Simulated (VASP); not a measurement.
# InSb (F-43m) in VASP: a series of runs, part 2 of 3

VASP 6.6.1. Earlier steps stand in the parts before.

### Step 3. Single point, r2SCAN (volume changed by -3%)

Input file POSCAR:

```
InSb
1.0
    0.0000000000      3.2463843595      3.2463843595
    3.2463843595      0.0000000000      3.2463843595
    3.2463843595      3.2463843595      0.0000000000
In Sb
1 1
Direct
    0.0000000000      0.0000000000      0.0000000000
    0.2500000000      0.2500000000      0.2500000000
```

Input file INCAR.step1:

```
PREC     = Accurate       # precision mode
ENCUT    = 520            # plane-wave cutoff, eV
ISMEAR   = -1             # smearing method
SIGMA    = 0.02           # smearing width, eV
LREAL    = F              # projectors in reciprocal space
LASPH    = T              # aspherical terms in the spheres
NELM     = 60             # most SCF steps
NBANDS   = 16             # bands
GGA      = PE             # functional
ALGO     = Normal         # electronic algorithm
EDIFF    = 1E-4           # SCF threshold, eV
LWAVE    = T              # write WAVECAR
LCHARG   = F              # write CHGCAR
```

Input file INCAR.step2:

```
PREC     = Accurate       # precision mode
ENCUT    = 520            # plane-wave cutoff, eV
EDIFF    = 1E-7           # SCF threshold, eV
ISMEAR   = -1             # smearing method
SIGMA    = 0.02           # smearing width, eV
LREAL    = F              # projectors in reciprocal space
LASPH    = T              # aspherical terms in the spheres
NELM     = 60             # most SCF steps
ALGO     = Normal         # electronic algorithm
ISIF     = 2              # what is computed and relaxed
LWAVE    = F              # write WAVECAR
LCHARG   = F              # write CHGCAR
METAGGA  = R2SCAN         # meta-GGA
LMIXTAU  = T            
NBANDS   = 16             # bands
ISTART   = 1
```

Input file KPOINTS:

```
regular mesh
0
Gamma
  6 6 6
```

Potentials or basis: VASP PAW PBE potentials, release 64 (In_d, Sb).

Started as:

```console
$ cat potpaw_PBE.64/In_d/POTCAR potpaw_PBE.64/Sb/POTCAR > POTCAR
$ cp INCAR.step1 INCAR
$ mpirun -np 1 vasp_std > vasp.out
$ cp INCAR.step2 INCAR
$ mpirun -np 1 vasp_std > vasp.out
```

OUTCAR:

```text
PREC = Accurate
   ENCUT = 520
   EDIFF = 1E-7
   ISMEAR = -1
   LREAL = F
   LASPH = T
   NELM = 60
   ISIF = 2
   METAGGA = R2SCAN
   ISTART = 1

 ion  position               nearest neighbor table
   1  0.000  0.000  0.000-   2 2.81   2 2.81   2 2.81   2 2.81
   2  0.250  0.250  0.250-   1 2.81   1 2.81   1 2.81   1 2.81

  LATTYP: Found a face centered cubic cell.
 ALAT       =     6.4927687190

  Lattice vectors:

 A1 = (   0.0000000000,   3.2463843595,   3.2463843595)
 A2 = (   3.2463843595,   0.0000000000,   3.2463843595)
 A3 = (   3.2463843595,   3.2463843595,   0.0000000000)

Analysis of symmetry for initial positions (statically):
[... 5 lines left out ...]
 face centered cubic supercell.

 Subroutine GETGRP returns: Found 24 space group operations
 (whereof 24 operations were pure point group operations)
 out of a pool of 48 trial point group operations.

The static configuration has the point symmetry T_d .

Analysis of symmetry for dynamics (positions and initial velocities):
[... 5 lines left out ...]
 face centered cubic supercell.

 Subroutine GETGRP returns: Found 24 space group operations
 (whereof 24 operations were pure point group operations)
 out of a pool of 48 trial point group operations.

The dynamic configuration has the point symmetry T_d .

 Subroutine INISYM returns: Found 24 space group operations
 (whereof 24 operations are pure point group operations),
 and found     1 'primitive' translations

----------------------------------------------------------------------------------------

                                     Primitive cell

  volume of cell :      68.4274

  direct lattice vectors                    reciprocal lattice vectors
     0.000000000  3.246384359  3.246384359    -0.154017499  0.154017499  0.154017499
     3.246384359  0.000000000  3.246384359     0.154017499 -0.154017499  0.154017499
     3.246384359  3.246384359  0.000000000     0.154017499  0.154017499 -0.154017499

  length of vectors
     4.591080790  4.591080790  4.591080790     0.266766134  0.266766134  0.266766134

  position of ions in fractional coordinates (direct lattice)
     0.000000000  0.000000000  0.000000000
[... 88 lines left out ...]
     AMIX     =   0.40;   BMIX     =  1.00
     AMIX_MAG =   1.60;   BMIX_MAG =  1.00
  volume/ion in A,a.u.               =      34.21       230.89
  Fermi-wavevector in a.u.,A,eV,Ry     =   1.048952  1.982232 14.970502  1.100301
  Thomas-Fermi vector in A             =   2.183895
   LORBIT       =      0    0 simple, 1 ext, 2 COOP (PROOUT), +10 PAW based schemes
   METAGGA = R2SCAN    functional components
   LHFCALC =     F    Hartree Fock is set to
   AEXX    =    0.0000 exact exchange contribution
   IVDW    =     0    specifies the selected vdW correction
   LEPSILON=     F    determine dielectric tensor
   LRPA    =     F    only Hartree local field effects (RPA)
 non-spin polarized calculation
  energy-cutoff  :      520.00
  volume of cell :       68.43
 maximum number of plane-waves:      1868
 NGX is ok and might be reduce to    36
   NGX = 17   NGY = 17   NGZ = 17

 number of electron      17.9999992 magnetization

 Free energy of the ion-electron system (eV)
  ---------------------------------------------------
  ext. energy  EPLUGINS =         0.00000000
  ---------------------------------------------------
  free energy    TOTEN  =       -48.73959191 eV

  energy without entropy =      -48.73956542  energy(sigma->0) =      -48.73957867

 E-fermi :   4.9711     XC(G=0):  -9.2111

 val. band max:        4.8607479637   @ k =   0.0000   0.0000   0.0000
 cond. band min:       5.0593848260   @ k =   0.0000   0.0000   0.0000
 fundamental gap:      0.1986368623
 Fermi energy:         4.9711320091

 k-point     1 :       0.0000    0.0000    0.0000
  band No.  band energies     occupation
      1     -10.2319      2.00000
      2     -10.2319      2.00000
      3     -10.2319      2.00000
      4     -10.1320      2.00000
      5     -10.1320      2.00000
      6      -6.2185      2.00000
[... 281 lines left out ...]
      3     -10.1864      2.00000
      4     -10.1453      2.00000
      5     -10.1268      2.00000
      6      -4.1124      2.00000
[... 8 lines left out ...]
     15      15.1402      0.00000
     16      15.9159      0.00000

------------------------ aborting loop because EDIFF is reached ----------------------------------------

  FORCE on cell =-STRESS in cart. coord.  units (eV):
  Direction    XX          YY          ZZ          XY          YZ          ZX
  --------------------------------------------------------------------------------------
  -------------------------------------------------------------------------------------
  Total        0.5731369      0.5731369      0.5731369      0.0000000      0.0000000      0.0000000
  in kB       13.4195863     13.4195863     13.4195863      0.0000000      0.0000000      0.0000000
  external PRESSURE =      13.4195863 kB  Pullay stress =       0.0000000 kB

 VOLUME and BASIS-vectors are now :
 -----------------------------------------------------------------------------
  energy-cutoff  :      520.00
  volume of cell :       68.43
      direct lattice vectors                 reciprocal lattice vectors
     0.000000000  3.246384359  3.246384359    -0.154017499  0.154017499  0.154017499
     3.246384359  0.000000000  3.246384359     0.154017499 -0.154017499  0.154017499
     3.246384359  3.246384359  0.000000000     0.154017499  0.154017499 -0.154017499

 POSITION                                       TOTAL-FORCE (eV/Angst)
 -----------------------------------------------------------------------------------
      0.00000      0.00000      0.00000        -0.000000     -0.000000     -0.000000
      1.62319      1.62319      1.62319         0.000000      0.000000      0.000000
 -----------------------------------------------------------------------------------
    total drift:                               -0.000002     -0.000002     -0.000002

  FREE ENERGIE OF THE ION-ELECTRON SYSTEM (eV)
  ---------------------------------------------------
  free  energy   TOTEN  =       -48.7395919075 eV

  energy  without entropy=      -48.7395654231  energy(sigma->0) =      -48.73957867
```

Wall time 69 s (1 thread of Intel Xeon Platinum 8488C (Sapphire Rapids), shared host); peak memory 0.22 GiB.

What came out:

| Item | Value |
| --- | --- |
| Free energy | -48.7396 eV |
| Pressure | 1.3 GPa |
| Band gap on the k mesh | 0.20 eV, direct |

Levels at points of the mesh, in eV from the valence-band top:
```
           k point  band 5  band 6  band 7  band 8  band 9  band 10  band 11  band 12  band 13  band 14
(0.00, 0.00, 0.00)  -14.99  -11.08    0.00    0.00    0.00     0.20     3.21     3.21     3.21     6.18
(0.50, 0.00, 0.00)  -14.99   -9.64   -5.75   -1.04   -1.04     0.82     4.09     4.09     6.47     8.83
(0.50, 0.50, 0.00)  -14.98   -9.00   -6.05   -2.34   -2.34     1.55     1.58     8.70     8.70     9.40
```

Caveat: the cell differs from its parent crystal (volume changed by -3%); the PAW data sets were made with another functional, which shifts forces and pressure a little; spin-orbit coupling is left out, which moves the levels of the heavy elements.

### Step 4. Single point, r2SCAN

This run uses another cell than the first one, of 35.27 Å³/atom, 1.064 times its volume.

Input file POSCAR:

```
InSb
1.0
    0.0000000000      3.2795130186      3.2795130186
    3.2795130186      0.0000000000      3.2795130186
    3.2795130186      3.2795130186      0.0000000000
In Sb
1 1
Direct
    0.0000000000      0.0000000000      0.0000000000
    0.2500000000      0.2500000000      0.2500000000
```

Input file INCAR.step1:

```
ALGO = Normal
EDIFF = 1E-4
ENCUT = 520
GGA = PE
ISMEAR = -1
LASPH = T
LCHARG = F
LREAL = F
LWAVE = T
NBANDS = 16
NELM = 100
PREC = Accurate
SIGMA = 0.02
```

Input file INCAR.step2:

```
ALGO = Normal
EDIFF = 1E-7
ENCUT = 520
ISIF = 2
ISMEAR = -1
ISTART = 1
LASPH = T
LCHARG = F
LMIXTAU = T
LREAL = F
LWAVE = F
METAGGA = R2SCAN
NBANDS = 16
NELM = 100
PREC = Accurate
SIGMA = 0.02
```

Input file KPOINTS:

```
k-points
0
Gamma
  6 6 6
```

Started as:

```console
$ cat potpaw_PBE.64/In_d/POTCAR potpaw_PBE.64/Sb/POTCAR > POTCAR
$ cp INCAR.step1 INCAR
$ mpirun -np 1 vasp_std > vasp.out
$ cp INCAR.step2 INCAR
$ mpirun -np 1 vasp_std > vasp.out
```

Wall time 68 s (1 thread of Intel Xeon Platinum 8488C (Sapphire Rapids), shared host); peak memory 0.22 GiB.

Results (log left out):

```
Free energy : -48.7483 eV
Pressure    : 0.0 GPa
```

Levels at points of the mesh, in eV from the Fermi level:
| k point | band 7 | band 8 | band 9 | band 10 | band 11 | band 12 |
| --- | --- | --- | --- | --- | --- | --- |
| (0.00, 0.00, 0.00) | -0.03 | -0.03 | -0.03 | -0.01 | 3.19 | 3.19 |
| (0.50, 0.00, 0.00) | -5.63 | -1.02 | -1.02 | 0.74 | 4.07 | 4.07 |
| (0.50, 0.50, 0.00) | -5.94 | -2.26 | -2.26 | 1.54 | 1.60 | 8.48 |

Caveat: the PAW data sets were made with another functional, which shifts forces and pressure a little; spin-orbit coupling is left out, which moves the levels of the heavy elements.

### Step 5. Single point, r2SCAN (volume changed by +3%)

Input file POSCAR:

```
InSb
1.0
    0.0000000000      3.3119855564      3.3119855564
    3.3119855564      0.0000000000      3.3119855564
    3.3119855564      3.3119855564      0.0000000000
In Sb
1 1
Direct
    0.0000000000      0.0000000000      0.0000000000
    0.2500000000      0.2500000000      0.2500000000
```

Input file INCAR.step1:

```
SYSTEM = InSb
  ALGO = Normal
  EDIFF = 1E-4
  ENCUT = 520
  GGA = PE
  ISMEAR = -1
  LASPH = .True.
  LCHARG = .False.
  LREAL = .False.
  LWAVE = .True.
  NBANDS = 16
  NELM = 100
  PREC = Accurate
  SIGMA = 0.02
```

Input file INCAR.step2:

```
SYSTEM = InSb
  ALGO = Normal
  EDIFF = 1E-7
  ENCUT = 520
  ISIF = 2
  ISMEAR = -1
  ISTART = 1
  LASPH = .True.
  LCHARG = .False.
  LMIXTAU = .True.
  LREAL = .False.
  LWAVE = .False.
  METAGGA = R2SCAN
  NBANDS = 16
  NELM = 100
  PREC = Accurate
  SIGMA = 0.02
```

Input file KPOINTS:

```
k-points
0
Gamma
  6 6 6
  0 0 0
```

Started as:

```console
$ cat potpaw_PBE.64/In_d/POTCAR potpaw_PBE.64/Sb/POTCAR > POTCAR
$ cp INCAR.step1 INCAR
$ mpirun -np 1 vasp_std > vasp.out
$ cp INCAR.step2 INCAR
$ mpirun -np 1 vasp_std > vasp.out
```

It took 60 s on 1 thread of Intel Xeon Platinum 8488C (Sapphire Rapids), shared host; peak memory 0.22 GiB.

Results (log left out):

```yaml
Free_energy: -48.7410 eV
Pressure: -1.2 GPa
Band_gap_on_the_k_mesh: zero (filled and empty bands touch)
```

Levels at points of the mesh, in eV from the Fermi level:
```
           k point  band 7  band 8  band 9  band 10  band 11  band 12
(0.00, 0.00, 0.00)   -0.18   -0.01   -0.01    -0.01     3.21     3.21
(0.50, 0.00, 0.00)   -5.48   -0.96   -0.96     0.69     4.07     4.07
(0.50, 0.50, 0.00)   -5.80   -2.15   -2.15     1.56     1.66     8.31
```

Caveat: the cell differs from its parent crystal (volume changed by +3%); the PAW data sets were made with another functional, which shifts forces and pressure a little; spin-orbit coupling is left out, which moves the levels of the heavy elements.

(Continued in part 3 of 3.)
